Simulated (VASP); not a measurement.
# ZnGaSi (P4/nmm) in VASP: a series of runs, part 2 of 2

VASP 6.6.1. The steps go on from the part before.

### 4 Single point, r2SCAN

File POSCAR:

```
ZnGaSi
1.0
    3.2040430000      0.0000000000      0.0000000000
    0.0000000000      3.2040430000      0.0000000000
    0.0000000000      0.0000000000      8.0788180000
Zn Ga Si
2 2 2
Direct
    0.7500000000      0.7500000000      0.7306300000
    0.2500000000      0.2500000000      0.2693700000
    0.2500000000      0.2500000000      0.9146000000
    0.7500000000      0.7500000000      0.0854000000
    0.7500000000      0.7500000000      0.4152000000
    0.2500000000      0.2500000000      0.5848000000
```

File INCAR.step1:

```
SYSTEM = ZnGaSi
PREC     = Accurate       ! precision mode
ENCUT    = 520            ! plane-wave cutoff, eV
ISMEAR   = 0              ! smearing method
SIGMA    = 0.0208         ! smearing width, eV
LREAL    = .False.        ! projectors in reciprocal space
LASPH    = .True.         ! aspherical terms in the spheres
NELM     = 100            ! most SCF steps
NBANDS   = 38             ! bands
GGA      = PE             ! functional
ALGO     = Normal         ! electronic algorithm
EDIFF    = 1E-4           ! SCF threshold, eV
LWAVE    = .True.         ! write WAVECAR
LCHARG   = .False.        ! write CHGCAR
```

File INCAR.step2:

```
SYSTEM = ZnGaSi
PREC     = Accurate       ! precision mode
ENCUT    = 520            ! plane-wave cutoff, eV
EDIFF    = 1E-7           ! SCF threshold, eV
ISMEAR   = 0              ! smearing method
SIGMA    = 0.0208         ! smearing width, eV
LREAL    = .False.        ! projectors in reciprocal space
LASPH    = .True.         ! aspherical terms in the spheres
NELM     = 100            ! most SCF steps
ALGO     = Normal         ! electronic algorithm
ISIF     = 2              ! what is computed and relaxed
LWAVE    = .False.        ! write WAVECAR
LCHARG   = .True.         ! write CHGCAR
METAGGA  = R2SCAN         ! meta-GGA
LMIXTAU  = .True.       
LELF     = .True.         ! ELF
LVHAR    = .True.       
NBANDS   = 38             ! bands
ISTART   = 1
```

File KPOINTS:

```
regular mesh
0
Gamma
  6 6 3
  0 0 0
```

Potentials or basis: VASP PAW PBE potentials, release 64 (Zn, Ga_d, Si).

Started as:

```console
cat potpaw_PBE.64/Zn/POTCAR potpaw_PBE.64/Ga_d/POTCAR potpaw_PBE.64/Si/POTCAR > POTCAR
cp INCAR.step1 INCAR
mpirun -np 1 vasp_std > vasp.out
cp INCAR.step2 INCAR
mpirun -np 1 vasp_std > vasp.out
```

OUTCAR:

```text
SYSTEM = ZnGaSi
   PREC = Accurate
   ENCUT = 520
   EDIFF = 1E-7
   ISMEAR = 0
   LREAL = .False.
   LASPH = .True.
   NELM = 100
   ISIF = 2
   METAGGA = R2SCAN
   ISTART = 1

 ion  position               nearest neighbor table
   1  0.750  0.750  0.731-   5 2.55   6 2.55   6 2.55   6 2.55   6 2.55   3 2.71   3 2.71   3 2.71
                             3 2.71   4 2.87
   2  0.250  0.250  0.269-   6 2.55   5 2.55   5 2.55   5 2.55   5 2.55   4 2.71   4 2.71   4 2.71
                             4 2.71   3 2.87
   3  0.250  0.250  0.915-   4 2.65   4 2.65   4 2.65   4 2.65   6 2.66   1 2.71   1 2.71   1 2.71
                             1 2.71   2 2.87
   4  0.750  0.750  0.085-   3 2.65   3 2.65   3 2.65   3 2.65   5 2.66   2 2.71   2 2.71   2 2.71
                             2 2.71   1 2.87
   5  0.750  0.750  0.415-   1 2.55   2 2.55   2 2.55   2 2.55   2 2.55   6 2.65   6 2.65   6 2.65
                             6 2.65   4 2.66
   6  0.250  0.250  0.585-   2 2.55   1 2.55   1 2.55   1 2.55   1 2.55   5 2.65   5 2.65   5 2.65
                             5 2.65   3 2.66

  LATTYP: Found a simple tetragonal cell.
 ALAT       =     3.2040430000
 C/A-ratio  =     2.5214449369

[... 189 lines left out ...]
 cond. band min:       7.8205327373   @ k =   0.5000   0.0000   0.0000
 fundamental gap:      0.0084214638
 Fermi energy:         7.8177096560

 k-point     1 :       0.0000    0.0000    0.0000
  band No.  band energies     occupation
      1      -8.2593      2.00000
      2      -8.1923      2.00000
      3      -8.1172      2.00000
      4      -8.0776      2.00000
      5      -8.0776      2.00000
      6      -7.9437      2.00000
[... 809 lines left out ...]
     37      14.4485      0.00000
     38      14.4485      0.00000

------------------------ aborting loop because EDIFF is reached ----------------------------------------

  FORCE on cell =-STRESS in cart. coord.  units (eV):
  Direction    XX          YY          ZZ          XY          YZ          ZX
  --------------------------------------------------------------------------------------
  -------------------------------------------------------------------------------------
  Total       10.3335026     10.3335026      3.0723994      0.0000000      0.0000000      0.0000000
  in kB      199.6244070    199.6244070     59.3531479      0.0000000      0.0000000      0.0000000
  external PRESSURE =     152.8673206 kB  Pullay stress =       0.0000000 kB

 VOLUME and BASIS-vectors are now :
 -----------------------------------------------------------------------------
  energy-cutoff  :      520.00
  volume of cell :       82.94
      direct lattice vectors                 reciprocal lattice vectors
     3.204043000  0.000000000  0.000000000     0.312105674  0.000000000  0.000000000
     0.000000000  3.204043000  0.000000000     0.000000000  0.312105674  0.000000000
     0.000000000  0.000000000  8.078818000     0.000000000  0.000000000  0.123780484

 POSITION                                       TOTAL-FORCE (eV/Angst)
 -----------------------------------------------------------------------------------
      2.40303      2.40303      5.90263         0.000000      0.000000      0.162235
      0.80101      0.80101      2.17619        -0.000000      0.000000     -0.162235
      0.80101      0.80101      7.38889         0.000000     -0.000000      0.018524
      2.40303      2.40303      0.68993        -0.000000     -0.000000     -0.018524
      2.40303      2.40303      3.35433        -0.000000     -0.000000      1.171865
      0.80101      0.80101      4.72449        -0.000000     -0.000000     -1.171865
 -----------------------------------------------------------------------------------
    total drift:                                0.000000     -0.000000      0.000000

  FREE ENERGIE OF THE ION-ELECTRON SYSTEM (eV)
  ---------------------------------------------------
  free  energy   TOTEN  =       -55.1167899868 eV

  energy  without entropy=      -55.1142154207  energy(sigma->0) =      -55.11550270
```

OUTCAR.step1:

```text
SYSTEM = ZnGaSi
   PREC = Accurate
   ENCUT = 520
   ISMEAR = 0
   LREAL = .False.
   LASPH = .True.
[... 1059 lines left out ...]
      2.40303      2.40303      0.68993         0.000000     -0.000000      0.098804
      2.40303      2.40303      3.35433         0.000000      0.000000      1.029793
      0.80101      0.80101      4.72449        -0.000000      0.000000     -1.029793
 -----------------------------------------------------------------------------------
    total drift:                                0.000000     -0.000000      0.000000

  FREE ENERGIE OF THE ION-ELECTRON SYSTEM (eV)
  ---------------------------------------------------
  free  energy   TOTEN  =       -16.1259660374 eV

  energy  without entropy=      -16.1231549634  energy(sigma->0) =      -16.12456050
```

OSZICAR.step1:

```text
N       E                     dE             d eps       ncg     rms          rms(c)
DAV:   1     0.420128073623E+03    0.42013E+03   -0.26597E+04  1536   0.253E+03
DAV:   2     0.363507055967E+02   -0.38378E+03   -0.37193E+03  1544   0.536E+02
DAV:   3    -0.152338324396E+02   -0.51585E+02   -0.50085E+02  1682   0.161E+02
DAV:   4    -0.170130087510E+02   -0.17792E+01   -0.17622E+01  1796   0.307E+01
DAV:   5    -0.170471324050E+02   -0.34124E-01   -0.34109E-01  1978   0.403E+00    0.874E+00
DAV:   6    -0.162085564022E+02    0.83858E+00   -0.36790E+00  1952   0.381E+01    0.677E+00
DAV:   7    -0.161664462611E+02    0.42110E-01   -0.68648E-01  1818   0.885E+00    0.372E+00
DAV:   8    -0.161619300512E+02    0.45162E-02   -0.22085E-01  1910   0.427E+00    0.841E-01
DAV:   9    -0.161265901538E+02    0.35340E-01   -0.76577E-02  1908   0.270E+00    0.242E-01
DAV:  10    -0.161260096148E+02    0.58054E-03   -0.85496E-03  1892   0.777E-01    0.208E-01
DAV:  11    -0.161259660374E+02    0.43577E-04   -0.95091E-04  1582   0.244E-01
   1 F= -.16125966E+02 E0= -.16124561E+02  d E =-.281107E-02
```

Wall time 3.1 min (1 thread of Intel Xeon Platinum 8259CL at 2.50GHz (Skylake/Cascade Lake), shared host); peak memory 0.22 GiB.

Results:

```yaml
Free_energy: -55.1168 eV
Pressure: 15.3 GPa
Largest_force: 1.172 eV/Å
Band_gap_on_the_k_mesh: zero (band 29 reaches 10.80 eV, above the bottom of band 30 at 4.68 eV)
```

Forces on the atoms (eV/Å):
```
Zn   0.000  0.000  0.162
Zn   0.000  0.000 -0.162
Ga   0.000  0.000  0.019
Ga   0.000  0.000 -0.019
Si   0.000  0.000  1.172
Si   0.000  0.000 -1.172
```

Caveat: the PAW data sets were made with another functional, which shifts forces and pressure a little.

### 5 Overview

```csv
level,smearing,gap on the mesh (eV),pressure (GPa),largest force (eV/Å)
PBE,gaussian 0.0208 eV,none,19.7,1.04
PBE,methfessel-paxton 0.1 eV,none,19.6,1.01
r2SCAN,gaussian 0.0208 eV,none,15.3,1.17
```

Alike in all rows: task single point; potentials or basis VASP PAW PBE potentials, release 64 (Zn, Ga_d, Si); no spin polarisation; cell as given; k mesh 6 × 6 × 3; cutoff (eV) 520.

Every run on the cell as given and a fine mesh finds a metal. The pressure there spans 15.3 GPa (r2SCAN) to 19.7 GPa (PBE); a positive pressure means that this level wants a larger cell, a negative one a smaller.

Caveats: forces of over 1 eV/Å act on the atoms, so gaps and moduli don't describe the material at rest (some runs); the PAW data sets were made with another functional, which shifts forces and pressure a little (some runs).

Absolute energies hang on the potentials; compare differences alone.
